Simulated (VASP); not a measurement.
# Nd2H3 (R3m) in VASP: relaxation of cell and atoms with PBE

Aim: the relaxation of cell and atoms of Nd2H3 with PBE.

All numbers are computed with VASP 6.6.1; they aren't measurements. Logs are shortened: lines on timing, memory, paths and dates and some standing lists are left out, and cuts for length are marked.

### Step 1. The cell of the first run

Symmetry: R3m, No. 160, trigonal system. Conventional cell: a = 3.851 Å, b = 3.851 Å, c = 19.068 Å, α = 90.00°, β = 90.00°, γ = 120.00°. Nd (site symmetry 3m) has 5 H at 2.35 to 2.40 Å within 3.1 Å. Within 3.1 Å of Nd (site symmetry 3m) lie 7 H at 2.33 to 2.37 Å. H (site symmetry 3m) has 4 Nd at 2.35 to 2.36 Å and 6 H at 2.70 to 2.74 Å within 3.1 Å. H (site symmetry 3m) has 4 Nd at 2.33 to 2.37 Å and 3 H at 2.70 Å within 3.1 Å. H (site symmetry 3m) has 4 Nd at 2.37 to 2.40 Å and 3 H at 2.74 Å within 3.1 Å.

### Step 2. Relaxation of cell and atoms, PBE

Input file INCAR:

```
  PREC = Accurate
  ENCUT = 500
  EDIFF = 1E-7
  ISMEAR = 0
  SIGMA = 0.1
  LREAL = F
  LASPH = T
  NELM = 200
  ALGO = Normal
  ISIF = 3
  LWAVE = F
  LCHARG = F
  GGA = PE
  IBRION = 2
  NSW = 80
  EDIFFG = -0.001
  GGA_COMPAT = F
  NELMIN = 4
  LMAXMIX = 6
```

Input file KPOINTS:

```
regular mesh
0
Gamma
  12 12 12
```

Input file POSCAR:

```
Nd2H3
1.0
    1.9253551343      1.1116043051      6.3559316684
   -1.9253551343      1.1116043051      6.3559316684
    0.0000000000     -2.2232086101      6.3559316684
Nd H
2 3
Direct
    0.2224606420      0.2224606420      0.2224606420
    0.7207000880      0.7207000880      0.7207000880
    0.3456489142      0.3456489142      0.3456489142
    0.5983464984      0.5983464984      0.5983464984
    0.0966940613      0.0966940613      0.0966940613
```

Potentials or basis: VASP PAW PBE potentials, release 64 (Nd_3, H), 4f in core.

On the command line:

```bash
$ cat potpaw_PBE.64/Nd_3/POTCAR potpaw_PBE.64/H/POTCAR > POTCAR
$ mpirun -np 1 vasp_std > vasp.out
```

OUTCAR:

```text
PREC = Accurate
   ENCUT = 500
   EDIFF = 1E-7
   ISMEAR = 0
   LREAL = F
   LASPH = T
   NELM = 200
   ISIF = 3
   GGA = PE
   IBRION = 2
   NSW = 80
   EDIFFG = -0.001
   NELMIN = 4

 ion  position               nearest neighbor table
   1  0.222  0.222  0.222-   3 2.35
   2  0.721  0.721  0.721-   4 2.33
   3  0.346  0.346  0.346-   1 2.35
   4  0.598  0.598  0.598-   2 2.33
   5  0.097  0.097  0.097-

  LATTYP: Found a trigonal (rhomboedric) cell.
 ALAT       =     6.7335372500
 COS(alpha) =     0.8364821544

  Lattice vectors:

 A1 = (   1.9253551343,   1.1116043051,   6.3559316684)
 A2 = (  -1.9253551343,   1.1116043051,   6.3559316684)
 A3 = (   0.0000000000,  -2.2232086101,   6.3559316684)

Analysis of symmetry for initial positions (statically):
=====================================================================
 Subroutine PRICEL returns:
 Original cell was already a primitive cell.

 Routine SETGRP: Setting up the symmetry group for a
 trigonal (rhombohedral) supercell.

 Subroutine GETGRP returns: Found  6 space group operations
 (whereof  6 operations were pure point group operations)
 out of a pool of 12 trial point group operations.

The static configuration has the point symmetry C_3v.

Analysis of symmetry for dynamics (positions and initial velocities):
=====================================================================
 Subroutine PRICEL returns:
 Original cell was already a primitive cell.

 Routine SETGRP: Setting up the symmetry group for a
 trigonal (rhombohedral) supercell.

 Subroutine GETGRP returns: Found  6 space group operations
 (whereof  6 operations were pure point group operations)
 out of a pool of 12 trial point group operations.

The dynamic configuration has the point symmetry C_3v.

 Subroutine INISYM returns: Found  6 space group operations
 (whereof  6 operations are pure point group operations),
 and found     1 'primitive' translations

----------------------------------------------------------------------------------------

                                     Primitive cell

  volume of cell :      81.6191

  direct lattice vectors                    reciprocal lattice vectors
     1.925355134  1.111604305  6.355931668     0.259692350  0.149933448  0.052444449
    -1.925355134  1.111604305  6.355931668    -0.259692350  0.149933448  0.052444449
     0.000000000 -2.223208610  6.355931668     0.000000000 -0.299866897  0.052444449

  length of vectors
     6.733537250  6.733537250  6.733537250     0.304418423  0.304418423  0.304418423

  position of ions in fractional coordinates (direct lattice)
     0.222460642  0.222460642  0.222460642
     0.720700088  0.720700088  0.720700088
     0.345648914  0.345648914  0.345648914
     0.598346498  0.598346498  0.598346498
     0.096694061  0.096694061  0.096694061

  ion indices of the primitive-cell ions
   primitive index   ion index
                 1           1
                 2           2
                 3           3
                 4           4
                 5           5

----------------------------------------------------------------------------------------

 KPOINTS: regular mesh

Automatic generation of k-mesh.
 Grid dimensions read from file:
 generate k-points for:   12   12   12

 Generating k-lattice:

  Cartesian coordinates                     Fractional coordinates (reciprocal lattice)
     0.021641029  0.012494454  0.004370371     0.083333333  0.000000000 -0.000000000
    -0.021641029  0.012494454  0.004370371     0.000000000  0.083333333 -0.000000000
     0.000000000 -0.024988908  0.004370371     0.000000000  0.000000000  0.083333333

  Length of vectors
     0.025368202  0.025368202  0.025368202

  Shift w.r.t. Gamma in fractional coordinates (k-lattice)
     0.000000000  0.000000000  0.000000000

 Subroutine IBZKPT returns following result:
 ===========================================

 Found    189 irreducible k-points:

 Following reciprocal coordinates:
            Coordinates               Weight
  0.000000  0.000000  0.000000      1.000000
  0.083333 -0.000000  0.000000      6.000000
  0.166667  0.000000  0.000000      6.000000
  0.250000  0.000000  0.000000      6.000000
  0.333333  0.000000  0.000000      6.000000
  0.416667  0.000000  0.000000      6.000000
[... 16 lines left out ...]
  0.500000  0.166667  0.000000     12.000000
 -0.416667  0.166667 -0.000000     12.000000
 [... further k-points ...]
   k-points           NKPTS =    189   k-points in BZ     NKDIM =    189   number of bands    NBANDS=     16
   number of dos      NEDOS =    301   number of ions     NIONS =      5
   total plane-waves  NPLWV = 125000
   dimension x,y,z NGX =    50 NGY =   50 NGZ =   50
   dimension x,y,z NGXF=   100 NGYF=  100 NGZF=  100
   ions per type =               2   3
   NGX,Y,Z   is equivalent  to a cutoff of  12.34, 12.34, 12.34 a.u.
   NGXF,Y,Z  is equivalent  to a cutoff of  24.69, 24.69, 24.69 a.u.
 SYSTEM =  unknown system
   PREC   = accura    normal or accurate (medium, high low for compatibility)
   ISTART =      0    job   : 0-new  1-cont  2-samecut
   ICHARG =      2    charge: 1-file 2-atom 10-const
   ISPIN  =      1    spin polarized calculation?
   LNONCOLLINEAR =      F non collinear calculations
   LSORBIT =      F    spin-orbit coupling
   LASPH  =      T    aspherical Exc in radial PAW
   ENCUT  =  500.0 eV  36.75 Ry    6.06 a.u.  12.28 12.28 12.28*2*pi/ulx,y,z
   NELM   =    200;   NELMIN=  4; NELMDL= -5     # of ELM steps
   EDIFF  = 0.1E-06   stopping-criterion for ELM
   LREAL  =      F    real-space projection
   EDIFFG = -.1E-02   stopping-criterion for IOM
   NSW    =     80    number of steps for IOM
   IBRION =      2    ionic relax: 0-MD 1-quasi-New 2-CG
   NFREE  =      1    steps in history (QN), initial steepest desc. (CG)
   ISIF   =      3    stress and relaxation
   ISYM   =      2    0-nonsym 1-usesym 2-fastsym
   POTIM  = 0.5000    time-step for ionic-motion
   TEBEG  =    0.0;   TEEND  =   0.0 temperature during run
   PSTRESS=    0.0 pullay stress
   NELECT =      25.0000    total number of electrons
   NUPDOWN=      -1.0000    fix difference up-down
   EMIN   =  10.00;   EMAX   =-10.00  energy-range for DOS
   EFERMI =   0.00;   METHOD = LEGACY
   ISMEAR =     0;   SIGMA  =   0.10  broadening in eV -4-tet -1-fermi 0-gaus
   EFERMI_NEDOS =   21; number of points for ismear=-14 and -15
   IALGO  =     38    algorithm
   IMIX   =      4    mixing-type and parameters
     AMIX     =   0.40;   BMIX     =  1.00
     AMIX_MAG =   1.60;   BMIX_MAG =  1.00
  volume/ion in A,a.u.               =      16.32       110.16
  Fermi-wavevector in a.u.,A,eV,Ry     =   1.103547  2.085402 16.569404  1.217817
  Thomas-Fermi vector in A             =   2.240007
   LORBIT       =      0    0 simple, 1 ext, 2 COOP (PROOUT), +10 PAW based schemes
   GGA     = PE    functional components
   LHFCALC =     F    Hartree Fock is set to
   AEXX    =    0.0000 exact exchange contribution
   IVDW    =     0    specifies the selected vdW correction
   LEPSILON=     F    determine dielectric tensor
   LRPA    =     F    only Hartree local field effects (RPA)
 conjugate gradient relaxation of ions
 non-spin polarized calculation
 Gauss-broadening in eV      SIGMA  =   0.10
  energy-cutoff  :      500.00
  volume of cell :       81.62
 maximum number of plane-waves:      2088
 NGX is ok and might be reduce to    50
   NGX = 25   NGY = 25   NGZ = 25

--------------------------------------- Ionic step        1  -------------------------------------------

 number of electron      25.0000000 magnetization

 Free energy of the ion-electron system (eV)
  ---------------------------------------------------
  ext. energy  EPLUGINS =         0.00000000
  ---------------------------------------------------
  free energy    TOTEN  =       -22.06524638 eV

  energy without entropy =      -22.05237968  energy(sigma->0) =      -22.05881303

------------------------ aborting loop because EDIFF is reached ----------------------------------------

  FORCE on cell =-STRESS in cart. coord.  units (eV):
  Direction    XX          YY          ZZ          XY          YZ          ZX
  --------------------------------------------------------------------------------------
  -------------------------------------------------------------------------------------
  Total        0.0625757      0.0625757      0.0661517      0.0000000      0.0000000      0.0000000
  in kB        1.2283570      1.2283570      1.2985536      0.0000000      0.0000000      0.0000000
  external PRESSURE =       1.2517559 kB  Pullay stress =       0.0000000 kB

 VOLUME and BASIS-vectors are now :
 -----------------------------------------------------------------------------
  energy-cutoff  :      500.00
  volume of cell :       81.62
      direct lattice vectors                 reciprocal lattice vectors
     1.925355134  1.111604305  6.355931668     0.259692350  0.149933448  0.052444449
    -1.925355134  1.111604305  6.355931668    -0.259692350  0.149933448  0.052444449
     0.000000000 -2.223208610  6.355931668     0.000000000 -0.299866897  0.052444449
[... 196 lines left out ...]
 POSITION                                       TOTAL-FORCE (eV/Angst)
 -----------------------------------------------------------------------------------
      0.00000      0.00000      4.24436         0.000000     -0.000000     -0.000533
      0.00000      0.00000     13.75186         0.000000     -0.000000     -0.000161
      0.00000      0.00000      6.59546         0.000000      0.000000      0.001203
      0.00000      0.00000     11.41691         0.000000     -0.000000     -0.000187
      0.00000      0.00000      1.84502         0.000000     -0.000000     -0.000321
 -----------------------------------------------------------------------------------
    total drift:                                0.000000      0.000000      0.000039

  FREE ENERGIE OF THE ION-ELECTRON SYSTEM (eV)
  ---------------------------------------------------
  free  energy   TOTEN  =       -22.0653136784 eV

  energy  without entropy=      -22.0523890334  energy(sigma->0) =      -22.05885136

--------------------------------------- Ionic step        7  -------------------------------------------

 number of electron      25.0000000 magnetization

 Free energy of the ion-electron system (eV)
  ---------------------------------------------------
  ext. energy  EPLUGINS =         0.00000000
  ---------------------------------------------------
  free energy    TOTEN  =       -22.06531391 eV

  energy without entropy =      -22.05238849  energy(sigma->0) =      -22.05885120

 E-fermi :   3.0122     XC(G=0):  -9.5789

 val. band max:        3.0107903172   @ k =   0.2500   0.2500   0.0000
 cond. band min:       3.0184154454   @ k =  -0.3333   0.5000   0.1667
 fundamental gap:      0.0076251282
 Fermi energy:         3.0121723260

 k-point     1 :       0.0000    0.0000    0.0000
  band No.  band energies     occupation
      1     -35.0453      2.00000
      2     -34.9354      2.00000
      3     -16.5596      2.00000
      4     -15.9257      2.00000
      5     -15.9257      2.00000
      6     -15.8278      2.00000
[... 8 lines left out ...]
     15       4.1364      0.00000
     16       4.1364      0.00000
[... 419 lines left out ...]
 k-point    24 :      -0.4167    0.1667   -0.0000
  band No.  band energies     occupation
      1     -34.9845      2.00000
      2     -34.8944      2.00000
      3     -16.4429      2.00000
      4     -16.3973      2.00000
      5     -16.1860      2.00000
      6     -16.1686      2.00000
[... 8 lines left out ...]
     15       5.1361      0.00000
     16       5.5479      0.00000

 [... further k-points ...]

------------------------ aborting loop because EDIFF is reached ----------------------------------------

  FORCE on cell =-STRESS in cart. coord.  units (eV):
  Direction    XX          YY          ZZ          XY          YZ          ZX
  --------------------------------------------------------------------------------------
  -------------------------------------------------------------------------------------
  Total        0.0017977      0.0017977      0.0023712      0.0000000      0.0000000      0.0000000
  in kB        0.0352186      0.0352186      0.0464531      0.0000000      0.0000000      0.0000000
  external PRESSURE =       0.0389634 kB  Pullay stress =       0.0000000 kB

 VOLUME and BASIS-vectors are now :
 -----------------------------------------------------------------------------
  energy-cutoff  :      500.00
  volume of cell :       81.78
      direct lattice vectors                 reciprocal lattice vectors
     1.926657448  1.112356196  6.360138293     0.259516813  0.149832102  0.052409762
    -1.926657448  1.112356196  6.360138293    -0.259516813  0.149832102  0.052409762
     0.000000000 -2.224712393  6.360138293     0.000000000 -0.299664203  0.052409762

 POSITION                                       TOTAL-FORCE (eV/Angst)
 -----------------------------------------------------------------------------------
      0.00000      0.00000      4.24418         0.000000     -0.000000     -0.000001
      0.00000      0.00000     13.75145         0.000000      0.000000      0.000381
      0.00000      0.00000      6.59551         0.000000      0.000000      0.000453
      0.00000      0.00000     11.41662         0.000000     -0.000000     -0.000480
      0.00000      0.00000      1.84493         0.000000     -0.000000     -0.000354
 -----------------------------------------------------------------------------------
    total drift:                               -0.000000      0.000000     -0.000129

  FREE ENERGIE OF THE ION-ELECTRON SYSTEM (eV)
  ---------------------------------------------------
  free  energy   TOTEN  =       -22.0653139066 eV

  energy  without entropy=      -22.0523884893  energy(sigma->0) =      -22.05885120

 reached required accuracy - stopping structural energy minimisation
```

Run time: 24 min. Hardware: 1 thread of Intel Xeon Platinum 8488C (Sapphire Rapids), shared host; peak memory 0.5 GiB.

What came out:

```
Free energy                           : -22.0653 eV
Relaxed volume                        : 16.36 Å³/atom
Relaxed cell                          : a = 6.738 Å, b = 6.738 Å, c = 6.738 Å, α = 33.23°, β = 33.23°, γ = 33.23°
Space group after relaxing (to 0.1 Å) : R3m (No. 160)
Energy gained by relaxing             : 0.0 meV/atom
Ionic steps                           : 7
Pressure after relaxing               : 0.0 GPa
Band gap on the k mesh                : zero (an odd number of electrons rules out a gap without spin polarisation)
```

Final structure:
```xyz
5
Lattice="1.9267 1.1124 6.3601 -1.9267 1.1124 6.3601 0.0000 -2.2247 6.3601" Properties=species:S:1:pos:R:3 pbc="T T T"
Nd    0.0000    0.0000    4.2442
Nd    0.0000    0.0000   13.7514
H     0.0000    0.0000    6.5955
H     0.0000    0.0000   11.4166
H     0.0000    0.0000    1.8449
```

Caveat: spin-orbit coupling is left out, which moves the levels of the heavy elements; the 4f electrons are frozen in the core, so they carry no moment and show no levels.
